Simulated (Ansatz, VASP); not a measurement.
**HfO2: VASP beside Ansatz**

The input POSCAR:

```
HfO2
1.0
    0.0000000000      2.5557790000      2.5557790000
    2.5557790000      0.0000000000      2.5557790000
    2.5557790000      2.5557790000      0.0000000000
Hf O
1 2
Direct
    0.0000000000      0.0000000000      0.0000000000
    0.2500000000      0.2500000000      0.2500000000
    0.7500000000      0.7500000000      0.7500000000
```

INCAR.step1

```
SYSTEM = HfO2
ALGO = Normal ; EDIFF = 1E-4
ENCUT = 520 ; GGA = PE
ISMEAR = -1 ; LASPH = .TRUE.
LCHARG = .FALSE. ; LREAL = .FALSE.
LWAVE = .TRUE. ; NBANDS = 18
NELM = 60 ; PREC = Accurate
SIGMA = 0.1
```

File INCAR.step2:

```
SYSTEM = HfO2
ALGO = Normal ; EDIFF = 1E-6
ENCUT = 520 ; ISIF = 2
ISMEAR = -1 ; ISTART = 1
LASPH = .TRUE. ; LCHARG = .FALSE.
LMIXTAU = .TRUE. ; LREAL = .FALSE.
LWAVE = .FALSE. ; METAGGA = R2SCAN
NBANDS = 18 ; NELM = 60
PREC = Accurate ; SIGMA = 0.1
```

File KPOINTS:

```
k-points
0
G
  9 9 9
  0 0 0
```

Input for Ansatz:

```yaml
crystal:
  lattice:
    - [0.0, 2.555779, 2.555779]
    - [2.555779, 0.0, 2.555779]
    - [2.555779, 2.555779, 0.0]
  atoms:
    - { symbol: Hf, position: [0.0, 0.0, 0.0] }
    - { symbol: O, position: [0.25, 0.25, 0.25] }
    - { symbol: O, position: [0.75, 0.75, 0.75] }
  symmetry: { tolerance: 0.0003 }
kpoints:
  mp_grid: { grid: [9, 9, 9], shift: [0, 0, 0] }
  band_path:
    path:
      - [0.0, 0.0, 0.0]
      - [0.5, 0.0, 0.5]
      - [0.625, 0.25, 0.625]
      - [0.375, 0.375, 0.75]
      - [0.0, 0.0, 0.0]
      - [0.5, 0.5, 0.5]
      - [0.5, 0.25, 0.75]
      - [0.5, 0.0, 0.5]
    npoints: 20
magnetization:
  spin_polarized: false
scf:
  occupations: { method: fermi_dirac }
  lower_state_search: "off"
  max_iter: 200
hamiltonian:
  pseudopotentials: { kind: paw }
  xc: r2scan
basis:
  ecutwfc: 500
  fft_grid_basis: typed
output:
  forces: true
  stress: true
  eigenvalues: true
  bader: true
  populations: true
  elf: true
  write_potential: true
  volumetric_format: npy
  dos:
    e_range: [-12, 8]
    de: 0.05
    projected: { site_lists: { Hf: [Hf], O: [O] } }
checkpoint:
  read: saved_state
```

Alike in both runs: task single point; functional r2SCAN; k mesh 9 × 9 × 9; no spin polarisation.

```csv
,VASP,Ansatz
version,VASP 6.6.1,Ansatz 0.2.0
potentials or method,"VASP PAW PBE potentials, release 64 (Hf_pv, O), cutoff 520 eV",PAW plane waves
occupations,"fermi-dirac, width 0.1 eV",fermi-dirac
valence electrons in the cell,22,38
```

```tsv
	VASP	Ansatz	Ansatz less VASP
gap on the k mesh at the Fermi level (eV)	4.33	4.33	-0.004
pressure (GPa)	-11.6	-7.9	+3.64
```

VASP's potentials were made for PBE, not for r2SCAN. VASP's potentials hold 22 valence electrons a cell and Ansatz's 38, so a difference there can come from the potentials and not from the codes.

Neither program's run includes spin-orbit coupling.
